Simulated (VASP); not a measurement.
A run of VASP 6.6.1 is set up as follows.

Contents of POSCAR:

```
Cu3O2
1.0
   -2.0229820000      2.0229820000      3.6736170000
    2.0229820000     -2.0229820000      3.6736170000
    2.0229820000      2.0229820000     -3.6736170000
Cu O
3 2
Direct
    0.0000000000      0.0000000000      0.0000000000
    0.7500000000      0.2500000000      0.5000000000
    0.2500000000      0.7500000000      0.5000000000
    0.5000000000      0.0000000000      0.5000000000
    0.0000000000      0.5000000000      0.5000000000
```

File INCAR.step1:

```
PREC = Accurate
ENCUT = 520
ISMEAR = -1
SIGMA = 0.05
LREAL = False
LASPH = True
NELM = 60
NBANDS = 30
GGA = PE
ALGO = Normal
EDIFF = 1E-4
LWAVE = True
LCHARG = False
```

Contents of INCAR.step2:

```
PREC = Accurate
ENCUT = 520
EDIFF = 1E-6
ISMEAR = -1
SIGMA = 0.05
LREAL = False
LASPH = True
NELM = 60
ALGO = Normal
ISIF = 2
LWAVE = False
LCHARG = False
METAGGA = R2SCAN
LMIXTAU = True
NBANDS = 30
ISTART = 1
```

The input KPOINTS:

```
Automatic mesh
0
Gamma
  9 9 9
```

Potentials or basis: VASP PAW PBE potentials, release 64 (Cu, O).

The run is started by

```bash
$ cat potpaw_PBE.64/Cu/POTCAR potpaw_PBE.64/O/POTCAR > POTCAR
$ cp INCAR.step1 INCAR
$ mpirun -np 1 vasp_std > vasp.out
$ cp INCAR.step2 INCAR
$ mpirun -np 1 vasp_std > vasp.out
```

Task: Estimate the band gap on the k mesh.

Result: Zero (an odd number of electrons rules out a gap without spin polarisation).

Task: Estimate the pressure.

Result: -3.7 GPa.

Stress tensor (GPa, compression positive):
```
-3.17  0.00  0.00
 0.00 -3.17  0.00
 0.00  0.00 -4.63
```

Caveat: the cell stands under tension; the PAW data sets were made with another functional, which shifts forces and pressure a little; an odd number of electrons without spin polarisation forces a metal; a magnetic or distorted state may lie lower. With open d or f shells a metallic result of r2SCAN can be an artefact of self-interaction; +U or a hybrid may open a gap.
